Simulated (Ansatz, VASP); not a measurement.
# Two plane-wave programs on GdO

```xyz
2
Lattice="0.0000 2.7355 2.7355 2.7355 0.0000 2.7355 2.7355 2.7355 0.0000" Properties=species:S:1:pos:R:3 pbc="T T T"
Gd    0.0000    0.0000    0.0000
O     1.3678    1.3678    1.3678
```

Alike in both runs: task single point; functional RPBE; k mesh 9 × 9 × 9; collinear spin.

```csv
,VASP,Ansatz
version,VASP 6.6.1,Ansatz 0.2.0
potentials or method,"VASP PAW PBE potentials, release 64 (Gd, O), cutoff 520 eV","plane waves, PAW"
occupations,"methfessel-paxton of order 1, width 0.15 eV","cold, width 0.15 eV"
valence electrons in the cell,24,24
```

|  | VASP | Ansatz | Ansatz less VASP |
| --- | --- | --- | --- |
| gap on the k mesh at the Fermi level (eV) | none | none | - |
| pressure (GPa) | -1.7 | -1.5 | +0.17 |
| net moment per atom (μB) | 3.84 | 3.82 | -0.014 |
| size of the moment on the site where the two differ most (μB) | 6.90 | 6.87 | -0.037 |

VASP's potentials were made for PBE, not for RPBE. Site moments also hang on the region over which each program counts them. A gap of «none» marks a metal or a gap that the smearing closes. Ansatz's warnings: stability check not made, stress scf threshold loose.

Neither program's run includes spin-orbit coupling.
